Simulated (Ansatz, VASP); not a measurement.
TiC: VASP beside Ansatz

File POSCAR:

```
TiC
1.0
    3.1011933223      0.0000000000      0.0000000000
   -1.5505966612      2.6857121992      0.0000000000
    0.0000000000      0.0000000000      9.7826732340
Ti C
4 4
Direct
    0.6666666667      0.3333333333      0.7500000000
    0.0000000000      0.0000000000      0.0000000000
    0.3333333333      0.6666666667      0.2500000000
    0.0000000000      0.0000000000      0.5000000000
    0.3333333333      0.6666666667      0.8754597417
    0.6666666667      0.3333333333      0.1245402583
    0.6666666667      0.3333333333      0.3754597417
    0.3333333333      0.6666666667      0.6245402583
```

INCAR.step1

```
PREC = Accurate
ENCUT = 520
ISMEAR = 0
SIGMA = 0.1
LREAL = False
LASPH = True
NELM = 60
NBANDS = 42
GGA = PE
ALGO = Normal
EDIFF = 1E-4
LWAVE = True
LCHARG = False
```

File INCAR.step2:

```
PREC = Accurate
ENCUT = 520
EDIFF = 1E-6
ISMEAR = 0
SIGMA = 0.1
LREAL = False
LASPH = True
NELM = 60
ALGO = Normal
ISIF = 2
LWAVE = False
LCHARG = False
METAGGA = R2SCAN
LMIXTAU = True
NBANDS = 42
ISTART = 1
```

Contents of KPOINTS:

```
regular mesh
0
Gamma
  12 12 4
```

Input for Ansatz:

```yaml
crystal:
  lattice:
    - [3.1011933223, 0.0, 0.0]
    - [-1.5505966612, 2.6857121992, 0.0]
    - [0.0, 0.0, 9.782673234]
  atoms:
    - { symbol: Ti, position: [0.6666666667, 0.3333333333, 0.75] }
    - { symbol: Ti, position: [0.0, 0.0, 0.0] }
    - { symbol: Ti, position: [0.3333333333, 0.6666666667, 0.25] }
    - { symbol: Ti, position: [0.0, 0.0, 0.5] }
    - { symbol: C, position: [0.3333333333, 0.6666666667, 0.8754597417] }
    - { symbol: C, position: [0.6666666667, 0.3333333333, 0.1245402583] }
    - { symbol: C, position: [0.6666666667, 0.3333333333, 0.3754597417] }
    - { symbol: C, position: [0.3333333333, 0.6666666667, 0.6245402583] }
basis:
  ecutwfc: 500
kpoints:
  mp_grid: { grid: [12, 12, 4] }
  band_path:
    path:
      - [[0.0, 0.0, 0.0], [0.5, 0.0, 0.0], [0.33333333, 0.33333333, 0.0], [0.0, 0.0, 0.0], [0.0, 0.0, 0.5], [0.5, 0.0, 0.5], [0.33333333, 0.33333333, 0.5], [0.0, 0.0, 0.5]]
      - [[0.5, 0.0, 0.5], [0.5, 0.0, 0.0]]
      - [[0.33333333, 0.33333333, 0.5], [0.33333333, 0.33333333, 0.0]]
    npoints: 14
hamiltonian:
  xc: r2scan
scf:
  occupations: { method: gaussian, width: 0.1 }
  n_extra_bands: 20
output:
  forces: true
  stress: true
  eigenvalues: true
  populations: true
  dos: { projected: true, de: 0.02, nscf_kmesh: { grid: [15, 15, 5] } }
  bader: true
  write_density: true
  write_potential: true
  elf: true
  volumetric_format: npy
```

Alike in both runs: task single point; functional r2SCAN; k mesh 12 × 12 × 4; occupations gaussian, width 0.1 eV; no spin polarisation.

```csv
,VASP,Ansatz
version,VASP 6.6.1,Ansatz 0.2.0
potentials or method,"VASP PAW PBE potentials, release 64 (Ti_sv, C), cutoff 520 eV","scalar-relativistic, plane waves, PAW"
valence electrons in the cell,64,64
```

|  | VASP | Ansatz | Ansatz less VASP |
| --- | --- | --- | --- |
| gap on the k mesh at the Fermi level (eV) | none | none | - |
| pressure (GPa) | -0.1 | -1.0 | -0.98 |
| traceless stress, the component that is largest in VASP (GPa) | 1.51 | 1.38 | -0.134 |
| rms of the force components (eV/Å) | 0.033 | 0.025 | -0.0082 |

VASP's potentials were made for PBE, not for r2SCAN. Atom by atom the forces differ by 0.008 eV/Å (rms over components). A gap of «none» marks a metal or a gap that the smearing closes. With one functional, cell and mesh, what is left measures potentials, basis and numerics.
